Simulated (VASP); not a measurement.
# LaScF (P-6m2) in VASP: a series of runs, part 2 of 2

VASP 6.6.1. The steps go on from the part before.

### 4 Relaxation of cell and atoms, PBE

This run uses another cell than the first one, of 25.20 Å³/atom, 1.180 times its volume.

File INCAR:

```
ALGO = Normal ; EDIFF = 1E-6
EDIFFG = -0.01 ; ENCUT = 600
GGA = PE ; IBRION = 2
ISIF = 3 ; ISMEAR = 0
LASPH = T ; LCHARG = F
LREAL = F ; LWAVE = F
NELM = 100 ; NSW = 100
PREC = Accurate ; SIGMA = 0.1
```

File KPOINTS:

```
k-points
0
Gamma
  12 12 8
```

File POSCAR:

```
LaScF
1.0
    3.6597813389      0.0000000000      0.0000000000
   -1.8298906695      3.1694636118      0.0000000000
    0.0000000000      0.0000000000      6.5165079826
La Sc F
1 1 1
Direct
    0.6666666667      0.3333333333      0.0000000000
    0.3333333333      0.6666666667      0.5000000000
    0.0000000000      0.0000000000      0.5000000000
```

Potentials or basis: VASP PAW PBE potentials, release 64 (La, Sc_sv, F).

Command:

```
> cat potpaw_PBE.64/La/POTCAR potpaw_PBE.64/Sc_sv/POTCAR potpaw_PBE.64/F/POTCAR > POTCAR
> mpirun -np 1 vasp_std > vasp.out
```

OUTCAR:

```text
EDIFF = 1E-6
   EDIFFG = -0.01
   ENCUT = 600
   GGA = PE
   IBRION = 2
   ISIF = 3
   ISMEAR = 0
   LASPH = T
   LREAL = F
   NELM = 100
   NSW = 100
   PREC = Accurate

 ion  position               nearest neighbor table
   1  0.667  0.333  0.000-
   2  0.333  0.667  0.500-   3 2.11   3 2.11   3 2.11
   3  0.000  0.000  0.500-   2 2.11   2 2.11   2 2.11

  LATTYP: Found a hexagonal cell.
 ALAT       =     3.6597813389
 C/A-ratio  =     1.7805730395

  Lattice vectors:

 A1 = (   3.6597813389,   0.0000000000,   0.0000000000)
 A2 = (  -1.8298906695,   3.1694636118,   0.0000000000)
 A3 = (   0.0000000000,   0.0000000000,   6.5165079826)

Analysis of symmetry for initial positions (statically):
=====================================================================
 Subroutine PRICEL returns:
 Original cell was already a primitive cell.

 Routine SETGRP: Setting up the symmetry group for a
 hexagonal supercell.

 Subroutine GETGRP returns: Found 12 space group operations
 (whereof 12 operations were pure point group operations)
 out of a pool of 24 trial point group operations.

The static configuration has the point symmetry D_3h.

Analysis of symmetry for dynamics (positions and initial velocities):
[... 168 lines left out ...]
  Direction    XX          YY          ZZ          XY          YZ          ZX
  --------------------------------------------------------------------------------------
  -------------------------------------------------------------------------------------
  Total       -0.1100874     -0.1100874     -0.1369686      0.0000000     -0.0000000     -0.0000000
  in kB       -2.3334180     -2.3334180     -2.9031912      0.0000000     -0.0000000     -0.0000000
  external PRESSURE =      -2.5233424 kB  Pullay stress =       0.0000000 kB
[... 135 lines left out ...]
--------------------------------------- Ionic step        5  -------------------------------------------

 number of electron      28.9999998 magnetization

 Free energy of the ion-electron system (eV)
  ---------------------------------------------------
  ext. energy  EPLUGINS =         0.00000000
  ---------------------------------------------------
  free energy    TOTEN  =       -16.95487574 eV

  energy without entropy =      -16.93567550  energy(sigma->0) =      -16.94527562

 E-fermi :   5.8111     XC(G=0):  -9.4350

 val. band max:        5.8088079638   @ k =   0.4167   0.0833   0.5000
 cond. band min:       5.8122316900   @ k =   0.3333   0.1667   0.5000
 fundamental gap:      0.0034237262
 Fermi energy:         5.8110564442

 k-point     1 :       0.0000    0.0000    0.0000
  band No.  band energies     occupation
      1     -44.9251      2.00000
      2     -27.1246      2.00000
      3     -23.5360      2.00000
      4     -23.5199      2.00000
      5     -23.5199      2.00000
      6     -20.7236      2.00000
[... 481 lines left out ...]
      5     -23.5237      2.00000
      6     -20.2176      2.00000
[... 10 lines left out ...]
     17       6.7597      0.00000
     18       6.7704      0.00000

 [... further k-points ...]
[... 5 lines left out ...]
  --------------------------------------------------------------------------------------
  -------------------------------------------------------------------------------------
  Total       -0.0090522     -0.0090522     -0.0054548      0.0000000     -0.0000000      0.0000000
  in kB       -0.1931136     -0.1931136     -0.1163680      0.0000000     -0.0000000      0.0000000
  external PRESSURE =      -0.1675317 kB  Pullay stress =       0.0000000 kB
[... 18 lines left out ...]
  FREE ENERGIE OF THE ION-ELECTRON SYSTEM (eV)
  ---------------------------------------------------
  free  energy   TOTEN  =       -16.9548757405 eV

  energy  without entropy=      -16.9356754963  energy(sigma->0) =      -16.94527562

 reached required accuracy - stopping structural energy minimisation
```

Run time: 8.5 min. Hardware: 1 thread of Intel Xeon Platinum 8259CL at 2.50GHz (Skylake/Cascade Lake), shared host; peak memory 0.38 GiB.

Results:

```
Free energy                            : -16.9549 eV
Relaxed volume                         : 25.03 Å³/atom
Relaxed cell                           : a = 3.657 Å, b = 3.657 Å, c = 6.486 Å, α = 90.00°, β = 90.00°, γ = 120.00°
Space group after relaxing (to 0.05 Å) : P-6m2 (No. 187)
Energy gained by relaxing              : 0.1 meV/atom
Ionic steps                            : 5
Pressure after relaxing                : 0.0 GPa
```

The path:
| step | energy change (eV) | largest force (eV/Å) | pressure (GPa) | volume (Å³) |
| --- | --- | --- | --- | --- |
| 1 | 0.0000 | 0.0000 | -0.25 | 75.59 |
| 2 | -0.0003 | 0.0000 | 0.03 | 75.16 |
| 3 | -0.0003 | 0.0000 | 0.01 | 75.19 |
| 4 | -0.0004 | 0.0000 | -0.01 | 75.15 |
| 5 | -0.0004 | 0.0000 | -0.02 | 75.10 |

Final structure:
```
La Sc F
1.0
     3.65659    0.00000    0.00000
    -1.82829    3.16670    0.00000
     0.00000    0.00000    6.48589
La Sc F
1 1 1
Direct
  0.66667 0.33333 0.00000
  0.33333 0.66667 0.50000
  0.00000 0.00000 0.50000
```

Levels at points of the mesh, in eV from the Fermi level:
```
           k point  band 12  band 13  band 14  band 15  band 16  band 17
(0.00, 0.00, 0.00)    -7.67    -3.15    -0.97     1.01     1.19     1.28
(0.50, 0.00, 0.00)    -7.79    -1.45    -0.51    -0.40     0.59     0.66
(0.00, 0.00, 0.50)    -7.75    -2.10    -1.40     0.34     0.70     1.15
(0.50, 0.00, 0.50)    -7.78    -1.36    -1.27     0.05     0.13     1.01
```

Caveat: spin-orbit coupling is left out, which moves the levels of the heavy elements; an odd number of electrons without spin polarisation forces a metal; a magnetic or distorted state may lie lower.

### 5 Summary

| task | cell | k mesh | cutoff (eV) | gap on the mesh (eV) | pressure (GPa) |
| --- | --- | --- | --- | --- | --- |
| single point | a = 4.216, b = 4.216, c = 4.163 Å, angles 90.0, 90.0, 120.0°, 3 atoms | 6 × 6 × 4 | 520 | none | 4.4 |
| single point | a = 3.650, b = 3.650, c = 6.504 Å, angles 90.0, 90.0, 120.0°, 3 atoms | 12 × 12 × 8 | 520 | none | 0.1 |
| relaxation of cell and atoms | relaxed from a = 3.660, b = 3.660, c = 6.517 Å, angles 90.0, 90.0, 120.0°, 3 atoms | 12 × 12 × 8 | 600 | none | 0.0 |

Alike in all rows: level PBE; potentials or basis VASP PAW PBE potentials, release 64 (La, Sc_sv, F); no spin polarisation; smearing gaussian 0.1 eV.

Caveats: some runs use coarse meshes; spin-orbit coupling is left out, which moves the levels of the heavy elements; an odd number of electrons without spin polarisation forces a metal; a magnetic or distorted state may lie lower.

Absolute energies hang on the potentials; compare differences alone.
